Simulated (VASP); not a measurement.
Write the native input for VASP 6.6.1 that does the following.

```
Task                   : single point
Functional             : PBE
Potentials or basis    : VASP PAW PBE potentials, release 64 (B, Bi_d)
Cutoff                 : 520 eV
k mesh                 : 6 × 6 × 6
Occupations            : gaussian, width 0.1 eV
Spin                   : no spin polarisation
Dipole correction      : no
Further INCAR settings : ALGO = Normal; EDIFF = 1e-07; NBANDS = 16
```

The structure of BiB lies in POSCAR:

```
BiB
1.0
    1.8649293836      1.0767174816      3.0615005212
   -1.8649293836      1.0767174816      3.0615005212
    0.0000000000     -2.1534349632      3.0615005212
B Bi
1 1
Direct
    0.5000000000      0.5000000000      0.5000000000
    0.0000000000      0.0000000000      0.0000000000
```

The input as run:

INCAR

```
SYSTEM = BiB
  PREC = Accurate
  ENCUT = 520
  EDIFF = 1E-7
  ISMEAR = 0
  SIGMA = 0.1
  LREAL = .False.
  LASPH = .True.
  NELM = 80
  ALGO = Normal
  ISIF = 2
  LWAVE = .False.
  LCHARG = .False.
  GGA = PE
  NBANDS = 16
```

KPOINTS

```
regular mesh
0
Gamma
  6 6 6
  0 0 0
```

Potentials or basis: VASP PAW PBE potentials, release 64 (B, Bi_d).

Command:

```sh
$ cat potpaw_PBE.64/B/POTCAR potpaw_PBE.64/Bi_d/POTCAR > POTCAR
$ mpirun -np 1 vasp_std > vasp.out
```

Results of the run:

The pressure is 0.1 GPa. The band gap on the k mesh is zero (bands 9 and 10 overlap by 3.97 eV).

Caveat: spin-orbit coupling is left out, which moves the levels of the heavy elements.

Wall time 17 s on 1 thread of Intel(R) Xeon(R) Platinum 8275CL CPU @ 3.00GHz (Skylake/Cascade Lake) (shared host), peak memory 0.16 GiB.
